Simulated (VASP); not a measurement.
# SiC (Moissanite) (P6_3mc) in VASP: notebook

The runs below take SiC (Moissanite) through single point, with PBEsol.

Everything below comes from runs of VASP 6.6.1. Logs are shortened: lines on timing, memory, paths and dates and some standing lists are left out, and cuts for length are marked.

**1. The cell of the first run**

It takes space group P6_3mc (No. 186, hexagonal). The conventional cell has a = 3.086 Å, b = 3.086 Å, c = 5.065 Å, α = 90.00°, β = 90.00°, γ = 120.00°. Si (site symmetry 3m) has 4 C at 1.87 to 1.95 Å within 2.5 Å. Within 2.5 Å of C (site symmetry 3m) lie 4 Si at 1.87 to 1.95 Å.

**2. Single point, PBEsol**

Contents of INCAR:

```
SYSTEM = SiC
PREC = Accurate
ENCUT = 520
EDIFF = 1E-7
ISMEAR = 0
SIGMA = 0.01
LREAL = .FALSE.
LASPH = .TRUE.
NELM = 60
ALGO = Normal
ISIF = 2
LWAVE = .FALSE.
LCHARG = .FALSE.
GGA = PS
NBANDS = 16
```

Contents of KPOINTS:

```
Automatic mesh
0
G
  12 12 4
  0 0 0
```

Contents of POSCAR:

```
SiC
1.0
    3.0862193442      0.0000000000      0.0000000000
   -1.5431096721      2.6727443517      0.0000000000
    0.0000000000      0.0000000000      5.0647708873
Si C
2 2
Direct
    0.3333333333      0.6666666667      0.0000000000
    0.6666666667      0.3333333333      0.5000000000
    0.3333333333      0.6666666667      0.3850000000
    0.6666666667      0.3333333333      0.8850000000
```

Potentials or basis: VASP PAW PBE potentials, release 64 (Si, C).

The run is started by

```sh
> cat potpaw_PBE.64/Si/POTCAR potpaw_PBE.64/C/POTCAR > POTCAR
> mpirun -np 1 vasp_std > vasp.out
```

OUTCAR:

```text
SYSTEM = SiC
   PREC = Accurate
   ENCUT = 520
   EDIFF = 1E-7
   ISMEAR = 0
   LREAL = .FALSE.
   LASPH = .TRUE.
   NELM = 60
   ISIF = 2
   GGA = PS

 ion  position               nearest neighbor table
   1  0.333  0.667  0.000-   4 1.87   4 1.87   4 1.87   3 1.95   2 3.10   2 3.10   2 3.10   2 3.10
                             2 3.10   2 3.10
   2  0.667  0.333  0.500-   3 1.87   3 1.87   3 1.87   4 1.95   1 3.10   1 3.10   1 3.10   1 3.10
                             1 3.10   1 3.10
   3  0.333  0.667  0.385-   2 1.87   2 1.87   2 1.87   1 1.95
   4  0.667  0.333  0.885-   1 1.87   1 1.87   1 1.87   2 1.95

  LATTYP: Found a hexagonal cell.
 ALAT       =     3.0862193442
 C/A-ratio  =     1.6410923277

  Lattice vectors:

 A1 = (   3.0862193442,   0.0000000000,   0.0000000000)
 A2 = (  -1.5431096721,   2.6727443517,   0.0000000000)
 A3 = (   0.0000000000,   0.0000000000,   5.0647708873)

Analysis of symmetry for initial positions (statically):
=====================================================================
 Subroutine PRICEL returns:
 Original cell was already a primitive cell.

 Routine SETGRP: Setting up the symmetry group for a
 hexagonal supercell.

 Subroutine GETGRP returns: Found 12 space group operations
 (whereof  6 operations were pure point group operations)
 out of a pool of 24 trial point group operations.

The static configuration has the point symmetry C_3v.
 The point group associated with its full space group is C_6v.

Analysis of symmetry for dynamics (positions and initial velocities):
=====================================================================
 Subroutine PRICEL returns:
 Original cell was already a primitive cell.

 Routine SETGRP: Setting up the symmetry group for a
 hexagonal supercell.

 Subroutine GETGRP returns: Found 12 space group operations
 (whereof  6 operations were pure point group operations)
 out of a pool of 24 trial point group operations.

The dynamic configuration has the point symmetry C_3v.
 The point group associated with its full space group is C_6v.

 Subroutine INISYM returns: Found 12 space group operations
 (whereof  6 operations are pure point group operations),
 and found     1 'primitive' translations

----------------------------------------------------------------------------------------

                                     Primitive cell

  volume of cell :      41.7777

  direct lattice vectors                    reciprocal lattice vectors
     3.086219344  0.000000000  0.000000000     0.324021039  0.187073635  0.000000000
    -1.543109672  2.672744352  0.000000000     0.000000000  0.374147269  0.000000000
     0.000000000  0.000000000  5.064770887     0.000000000  0.000000000  0.197442297

  length of vectors
     3.086219344  3.086219342  5.064770887     0.374147269  0.374147269  0.197442297

  position of ions in fractional coordinates (direct lattice)
     0.333333333  0.666666667  0.000000000
     0.666666667  0.333333333  0.500000000
     0.333333333  0.666666667  0.385000000
     0.666666667  0.333333333  0.885000000

  ion indices of the primitive-cell ions
   primitive index   ion index
                 1           1
                 2           2
                 3           3
                 4           4

----------------------------------------------------------------------------------------

 KPOINTS: Automatic mesh

Automatic generation of k-mesh.
 Grid dimensions read from file:
 generate k-points for:   12   12    4

 Generating k-lattice:

  Cartesian coordinates                     Fractional coordinates (reciprocal lattice)
     0.027001753  0.015589470  0.000000000     0.083333333  0.000000000  0.000000000
     0.000000000  0.031178939  0.000000000     0.000000000  0.083333333  0.000000000
     0.000000000  0.000000000  0.049360574     0.000000000  0.000000000  0.250000000

  Length of vectors
     0.031178939  0.031178939  0.049360574

  Shift w.r.t. Gamma in fractional coordinates (k-lattice)
     0.000000000  0.000000000  0.000000000

 Subroutine IBZKPT returns following result:
 ===========================================

 Found     57 irreducible k-points:

 Following reciprocal coordinates:
            Coordinates               Weight
  0.000000  0.000000  0.000000      1.000000
  0.083333  0.000000  0.000000      6.000000
  0.166667  0.000000  0.000000      6.000000
  0.250000  0.000000  0.000000      6.000000
  0.333333  0.000000  0.000000      6.000000
  0.416667  0.000000  0.000000      6.000000
[... 16 lines left out ...]
  0.250000  0.000000  0.250000     12.000000
  0.333333  0.000000  0.250000     12.000000
 [... further k-points ...]
   k-points           NKPTS =     57   k-points in BZ     NKDIM =     57   number of bands    NBANDS=     16
   number of dos      NEDOS =    301   number of ions     NIONS =      4
   total plane-waves  NPLWV =  23040
   dimension x,y,z NGX =    24 NGY =   24 NGZ =   40
   dimension x,y,z NGXF=    48 NGYF=   48 NGZF=   80
   ions per type =               2   2
   NGX,Y,Z   is equivalent  to a cutoff of  12.93, 12.93, 13.13 a.u.
   NGXF,Y,Z  is equivalent  to a cutoff of  25.86, 25.86, 26.26 a.u.
 SYSTEM =  SiC
   PREC   = accura    normal or accurate (medium, high low for compatibility)
   ISTART =      0    job   : 0-new  1-cont  2-samecut
   ICHARG =      2    charge: 1-file 2-atom 10-const
   ISPIN  =      1    spin polarized calculation?
   LNONCOLLINEAR =      F non collinear calculations
   LSORBIT =      F    spin-orbit coupling
   LASPH  =      T    aspherical Exc in radial PAW
   ENCUT  =  520.0 eV  38.22 Ry    6.18 a.u.   5.74  5.74  9.42*2*pi/ulx,y,z
   NELM   =     60;   NELMIN=  2; NELMDL= -5     # of ELM steps
   EDIFF  = 0.1E-06   stopping-criterion for ELM
   LREAL  =      F    real-space projection
   EDIFFG = 0.1E-05   stopping-criterion for IOM
   NSW    =      0    number of steps for IOM
   IBRION =     -1    ionic relax: 0-MD 1-quasi-New 2-CG
   NFREE  =      0    steps in history (QN), initial steepest desc. (CG)
   ISIF   =      2    stress and relaxation
   ISYM   =      2    0-nonsym 1-usesym 2-fastsym
   POTIM  = 0.5000    time-step for ionic-motion
   TEBEG  =    0.0;   TEEND  =   0.0 temperature during run
   PSTRESS=    0.0 pullay stress
   NELECT =      16.0000    total number of electrons
   NUPDOWN=      -1.0000    fix difference up-down
   EMIN   =  10.00;   EMAX   =-10.00  energy-range for DOS
   EFERMI =   0.00;   METHOD = LEGACY
   ISMEAR =     0;   SIGMA  =   0.01  broadening in eV -4-tet -1-fermi 0-gaus
   EFERMI_NEDOS =   21; number of points for ismear=-14 and -15
   IALGO  =     38    algorithm
   IMIX   =      4    mixing-type and parameters
     AMIX     =   0.40;   BMIX     =  1.00
     AMIX_MAG =   1.60;   BMIX_MAG =  1.00
  volume/ion in A,a.u.               =      10.44        70.48
  Fermi-wavevector in a.u.,A,eV,Ry     =   1.188868  2.246634 19.230558  1.413406
  Thomas-Fermi vector in A             =   2.324988
   LORBIT       =      0    0 simple, 1 ext, 2 COOP (PROOUT), +10 PAW based schemes
   GGA     = PS    functional components
   LHFCALC =     F    Hartree Fock is set to
   AEXX    =    0.0000 exact exchange contribution
   IVDW    =     0    specifies the selected vdW correction
   LEPSILON=     F    determine dielectric tensor
   LRPA    =     F    only Hartree local field effects (RPA)
 non-spin polarized calculation
 Gauss-broadening in eV      SIGMA  =   0.01
  energy-cutoff  :      520.00
  volume of cell :       41.78
 maximum number of plane-waves:      1146
 NGX is ok and might be reduce to    24
   NGX = 11   NGY = 11   NGZ = 19

 number of electron      16.0000000 magnetization

 Free energy of the ion-electron system (eV)
  ---------------------------------------------------
  ext. energy  EPLUGINS =         0.00000000
  ---------------------------------------------------
  free energy    TOTEN  =       -31.78563003 eV

  energy without entropy =      -31.78563003  energy(sigma->0) =      -31.78563003

 E-fermi :   8.3205     XC(G=0): -11.4549

 val. band max:        8.2421099402   @ k =   0.0000   0.0000   0.0000
 cond. band min:      10.4217069506   @ k =   0.3333   0.3333   0.0000
 fundamental gap:      2.1795970104
 Fermi energy:         8.3204566156

 k-point     1 :       0.0000    0.0000    0.0000
  band No.  band energies     occupation
      1      -7.4200      2.00000
      2      -3.9184      2.00000
      3      -0.4557      2.00000
      4       6.6900      2.00000
      5       6.6900      2.00000
      6       7.9706      2.00000
[... 8 lines left out ...]
     15      16.8180      0.00000
     16      19.3885      0.00000

 k-point     2 :       0.0833    0.0000    0.0000
  band No.  band energies     occupation
      1      -7.2998      2.00000
      2      -3.8148      2.00000
      3      -0.3437      2.00000
      4       6.0085      2.00000
      5       6.4811      2.00000
      6       7.5174      2.00000
[... 8 lines left out ...]
     15      17.1307      0.00000
     16      18.4130      0.00000

 k-point     3 :       0.1667    0.0000    0.0000
  band No.  band energies     occupation
      1      -6.9422      2.00000
      2      -3.5124      2.00000
      3      -0.0164      2.00000
      4       4.5247      2.00000
      5       6.0079      2.00000
      6       6.4058      2.00000
[... 8 lines left out ...]
     15      17.4184      0.00000
     16      17.8245      0.00000

 k-point     4 :       0.2500    0.0000    0.0000
  band No.  band energies     occupation
      1      -6.3578      2.00000
      2      -3.0458      2.00000
      3       0.4779      2.00000
      4       2.9035      2.00000
      5       5.0262      2.00000
      6       5.4939      2.00000
[... 8 lines left out ...]
     15      17.8890      0.00000
     16      18.6865      0.00000
[... 324 lines left out ...]
 k-point    22 :       0.1667    0.0000    0.2500
  band No.  band energies     occupation
      1      -6.6433      2.00000
      2      -4.4626      2.00000
      3       1.3762      2.00000
      4       4.7942      2.00000
      5       5.7139      2.00000
      6       6.2047      2.00000
[... 8 lines left out ...]
     15      17.4315      0.00000
     16      18.5747      0.00000

 k-point    23 :       0.2500    0.0000    0.2500
  band No.  band energies     occupation
      1      -6.0638      2.00000
      2      -3.9398      2.00000
      3       1.5969      2.00000
      4       3.3918      2.00000
      5       4.3289      2.00000
      6       5.7061      2.00000
[... 8 lines left out ...]
     15      18.5342      0.00000
     16      18.8856      0.00000

 k-point    24 :       0.3333    0.0000    0.2500
  band No.  band energies     occupation
      1      -5.2887      2.00000
      2      -3.2886      2.00000
      3       0.9356      2.00000
      4       2.7773      2.00000
      5       3.2037      2.00000
      6       5.2901      2.00000
[... 8 lines left out ...]
     15      19.4259      0.00000
     16      19.7282      0.00000

 [... further k-points ...]
[... 5 lines left out ...]
  --------------------------------------------------------------------------------------
  -------------------------------------------------------------------------------------
  Total       -0.0117588     -0.0117588     -1.2036974      0.0000000      0.0000000      0.0000000
  in kB       -0.4509514     -0.4509514    -46.1619245      0.0000000      0.0000000      0.0000000
  external PRESSURE =     -15.6879425 kB  Pullay stress =       0.0000000 kB

 VOLUME and BASIS-vectors are now :
 -----------------------------------------------------------------------------
  energy-cutoff  :      520.00
  volume of cell :       41.78
      direct lattice vectors                 reciprocal lattice vectors
     3.086219344  0.000000000  0.000000000     0.324021039  0.187073635  0.000000000
    -1.543109672  2.672744352  0.000000000     0.000000000  0.374147269  0.000000000
     0.000000000  0.000000000  5.064770887     0.000000000  0.000000000  0.197442297

 POSITION                                       TOTAL-FORCE (eV/Angst)
 -----------------------------------------------------------------------------------
     -0.00000      1.78183      0.00000         0.000000     -0.000000      0.734327
      1.54311      0.89091      2.53239        -0.000000      0.000000      0.734327
     -0.00000      1.78183      1.94994        -0.000000     -0.000000     -0.734327
      1.54311      0.89091      4.48232         0.000000      0.000000     -0.734327
 -----------------------------------------------------------------------------------
    total drift:                               -0.000000      0.000000     -0.000459

  FREE ENERGIE OF THE ION-ELECTRON SYSTEM (eV)
  ---------------------------------------------------
  free  energy   TOTEN  =       -31.7856300341 eV

  energy  without entropy=      -31.7856300341  energy(sigma->0) =      -31.78563003
```

Run time: 25 s. Hardware: 1 thread of Intel Xeon 6975P-C, shared host; peak memory 0.17 GiB.

What came out:

```yaml
Free_energy: -31.7856 eV
Pressure: -1.6 GPa
Largest_force: 0.734 eV/Å
Band_gap_on_the_k_mesh: 2.18 eV, indirect (least direct gap 3.94 eV)
```

Forces on the atoms (eV/Å):
```
Si   0.000  0.000  0.734
Si   0.000  0.000  0.734
C    0.000  0.000 -0.734
C    0.000  0.000 -0.734
```

Caveat: the PAW data sets were made with another functional, which shifts forces and pressure a little. A k mesh can miss the band edges.

**3. Single point, PBEsol**

This run uses another cell than the first one, of 11.06 Å³/atom, 1.059 times its volume.

Contents of INCAR:

```
SYSTEM = SiC
ALGO = Normal ; EDIFF = 1E-6
ENCUT = 520 ; GGA = PS
ISIF = 2 ; ISMEAR = 0
LASPH = .True. ; LCHARG = .False.
LREAL = .False. ; LWAVE = .False.
NBANDS = 16 ; NELM = 100
PREC = Accurate ; SIGMA = 0.01
```

Contents of KPOINTS:

```
k-points
0
Gamma
  12 12 4
  0 0 0
```

Contents of POSCAR:

```
SiC
1.0
    3.1461608586      0.0000000000      0.0000000000
   -1.5730804293      2.7246552258      0.0000000000
    0.0000000000      0.0000000000      5.1631404467
Si C
2 2
Direct
    0.3333333333      0.6666666667      0.0000000000
    0.6666666667      0.3333333333      0.5000000000
    0.3333333333      0.6666666667      0.3850000000
    0.6666666667      0.3333333333      0.8850000000
```

Potentials or basis: VASP PAW PBE potentials, release 64 (Si, C).

The run is started by

```sh
> cat potpaw_PBE.64/Si/POTCAR potpaw_PBE.64/C/POTCAR > POTCAR
> mpirun -np 1 vasp_std > vasp.out
```

OUTCAR:

```text
SYSTEM = SiC
   EDIFF = 1E-6
   ENCUT = 520
   GGA = PS
   ISIF = 2
   ISMEAR = 0
   LASPH = .True.
   LREAL = .False.
   NELM = 100
   PREC = Accurate

 ion  position               nearest neighbor table
   1  0.333  0.667  0.000-   4 1.91   4 1.91   4 1.91   3 1.99
   2  0.667  0.333  0.500-   3 1.91   3 1.91   3 1.91   4 1.99
   3  0.333  0.667  0.385-   2 1.91   2 1.91   2 1.91   1 1.99
   4  0.667  0.333  0.885-   1 1.91   1 1.91   1 1.91   2 1.99

  LATTYP: Found a hexagonal cell.
[... 650 lines left out ...]
     15      18.1722      0.00000
     16      18.6031      0.00000

 [... further k-points ...]
[... 5 lines left out ...]
  --------------------------------------------------------------------------------------
  -------------------------------------------------------------------------------------
  Total       -3.2674777     -3.2674777     -3.9558436      0.0000000      0.0000000      0.0000000
  in kB     -118.2814938   -118.2814936   -143.2000849      0.0000000      0.0000000      0.0000000
  external PRESSURE =    -126.5876908 kB  Pullay stress =       0.0000000 kB

 VOLUME and BASIS-vectors are now :
 -----------------------------------------------------------------------------
  energy-cutoff  :      520.00
  volume of cell :       44.26
      direct lattice vectors                 reciprocal lattice vectors
     3.146160859  0.000000000  0.000000000     0.317847702  0.183509457  0.000000000
    -1.573080429  2.724655226  0.000000000     0.000000000  0.367018913  0.000000000
     0.000000000  0.000000000  5.163140447     0.000000000  0.000000000  0.193680573

 POSITION                                       TOTAL-FORCE (eV/Angst)
 -----------------------------------------------------------------------------------
     -0.00000      1.81644      0.00000        -0.000000      0.000000      0.649493
      1.57308      0.90822      2.58157         0.000000     -0.000000      0.649493
     -0.00000      1.81644      1.98781         0.000000      0.000000     -0.649493
      1.57308      0.90822      4.56938         0.000000      0.000000     -0.649493
 -----------------------------------------------------------------------------------
    total drift:                               -0.000000      0.000000     -0.000238

  FREE ENERGIE OF THE ION-ELECTRON SYSTEM (eV)
  ---------------------------------------------------
  free  energy   TOTEN  =       -31.6718654688 eV

  energy  without entropy=      -31.6718654688  energy(sigma->0) =      -31.67186547
```

OSZICAR:

```text
N       E                     dE             d eps       ncg     rms          rms(c)
DAV:   1     0.247630958610E+02    0.24763E+02   -0.70272E+03  1824   0.887E+02
DAV:   2    -0.323192343467E+02   -0.57082E+02   -0.52337E+02  2672   0.156E+02
DAV:   3    -0.349117631736E+02   -0.25925E+01   -0.25811E+01  2392   0.305E+01
DAV:   4    -0.349323137336E+02   -0.20551E-01   -0.20547E-01  2248   0.332E+00
DAV:   5    -0.349325288209E+02   -0.21509E-03   -0.21508E-03  2336   0.322E-01    0.114E+01
DAV:   6    -0.317687545360E+02    0.31638E+01   -0.56370E+00  2328   0.144E+01    0.516E+00
DAV:   7    -0.317030859823E+02    0.65669E-01   -0.91059E-01  2536   0.548E+00    0.229E+00
DAV:   8    -0.316750260990E+02    0.28060E-01   -0.47279E-02  2112   0.135E+00    0.548E-01
DAV:   9    -0.316716853459E+02    0.33408E-02   -0.64220E-03  2312   0.534E-01    0.116E-01
DAV:  10    -0.316718578825E+02   -0.17254E-03   -0.76784E-04  2216   0.160E-01    0.549E-02
DAV:  11    -0.316718652992E+02   -0.74167E-05   -0.50369E-05  2280   0.500E-02    0.114E-02
DAV:  12    -0.316718654688E+02   -0.16961E-06   -0.47009E-06  2216   0.141E-02
   1 F= -.31671865E+02 E0= -.31671865E+02  d E =-.634970E-69
```

It took 22 s on 1 thread of Intel Xeon 6975P-C, shared host; peak memory 0.17 GiB.

What came out:

```yaml
Free_energy: -31.6719 eV
Pressure: -12.7 GPa
Largest_force: 0.649 eV/Å
Band_gap_on_the_k_mesh: 2.28 eV, indirect (least direct gap 3.82 eV)
```

Forces on the atoms (eV/Å):
```
Si   0.000  0.000  0.649
Si   0.000  0.000  0.649
C    0.000  0.000 -0.649
C    0.000  0.000 -0.649
```

Stress tensor (GPa, compression positive):
```
-11.83   0.00   0.00
  0.00 -11.83   0.00
  0.00   0.00 -14.32
```

Levels at points of the mesh, in eV from the valence-band top:
| k point | band 6 | band 7 | band 8 | band 9 | band 10 | band 11 |
| --- | --- | --- | --- | --- | --- | --- |
| (0.00, 0.00, 0.00) | -0.28 | -0.28 | 0.00 | 3.99 | 5.26 | 6.06 |
| (0.50, 0.00, 0.00) | -3.43 | -3.12 | -1.47 | 2.35 | 4.01 | 6.15 |
| (0.00, 0.00, 0.50) | -0.95 | -0.95 | -0.95 | 5.06 | 5.06 | 6.74 |
| (0.50, 0.00, 0.50) | -2.61 | -2.28 | -2.28 | 2.91 | 2.91 | 4.62 |

Caveat: the PAW data sets were made with another functional, which shifts forces and pressure a little.
